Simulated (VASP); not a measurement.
Set up this calculation in VASP 6.6.1, as the native input.

* Task: single point
* Functional: PBE
* Potentials or basis: VASP PAW PBE potentials, release 64 (Ga_d)
* Cutoff: 520 eV
* k mesh: 19 × 19 × 19
* Occupations: fermi-dirac, width 0.1 eV
* Spin: no spin polarisation
* Dipole correction: no
* Further INCAR settings: ALGO = Normal; EDIFF = 1e-06; NBANDS = 12

The structure of Ga lies in POSCAR:

```
Ga
1.0
    2.6850731396      0.0000000000      0.0000000000
    0.0000000000      2.6850731396      0.0000000000
    0.0000000000      0.0000000000      2.6850731396
Ga
1
Direct
    0.0000000000      0.0000000000      0.0000000000
```

This cell differs from its parent crystal: volume scaled by 0.96.

These files were run (other wordings do the same):

INCAR

```
  PREC = Accurate
  ENCUT = 520
  EDIFF = 1E-6
  ISMEAR = -1
  SIGMA = 0.1
  LREAL = F
  LASPH = T
  NELM = 80
  ALGO = Normal
  ISIF = 2
  LWAVE = F
  LCHARG = F
  GGA = PE
  NBANDS = 12
```

KPOINTS

```
Automatic mesh
0
Gamma
  19 19 19
```

Potentials or basis: VASP PAW PBE potentials, release 64 (Ga_d).

Run with:

```bash
$ cat potpaw_PBE.64/Ga_d/POTCAR > POTCAR
$ mpirun -np 1 vasp_std > vasp.out
```

Results of the run:

```yaml
Pressure: 2.2 GPa
```

Run time: 14 s on 1 thread of Intel(R) Xeon(R) Platinum 8488C (Sapphire Rapids), on a shared host, peak memory 0.15 GiB.
